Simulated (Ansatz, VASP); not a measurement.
## One calculation of Bi, two programs

```
Bi
1.0
     0.00000    2.70460    2.70460
     2.70460    0.00000    2.70460
     2.70460    2.70460    0.00000
Bi
2
Cartesian
  -0.6761 -0.6761 -0.6761
  0.6761 0.6761 0.6761
```

Change from the starting cell: volume scaled by 0.43, LAPW.

Alike in both runs: task single point; functional PBEsol; k mesh 11 × 11 × 11; occupations fermi-dirac, width 0.08 eV; no spin polarisation.

```csv
,VASP,Ansatz
version,VASP 6.6.1,Ansatz 0.2.0
potentials or method,"VASP PAW PBE potentials, release 64 (Bi_d), cutoff 520 eV","all-electron LAPW, scalar-relativistic"
```

|  | VASP | Ansatz | Ansatz less VASP |
| --- | --- | --- | --- |
| pressure (GPa) | 175.6 | 175.3 | -0.34 |

VASP's potentials were made for PBE, not for PBEsol. Both programs put the cell under a high pressure, so it lies far from rest at this level. Ansatz ran all-electron here, and VASP with PAW potentials.

Spin-orbit coupling is off throughout. Noted on VASP's run: the cell as given lies far from equilibrium.
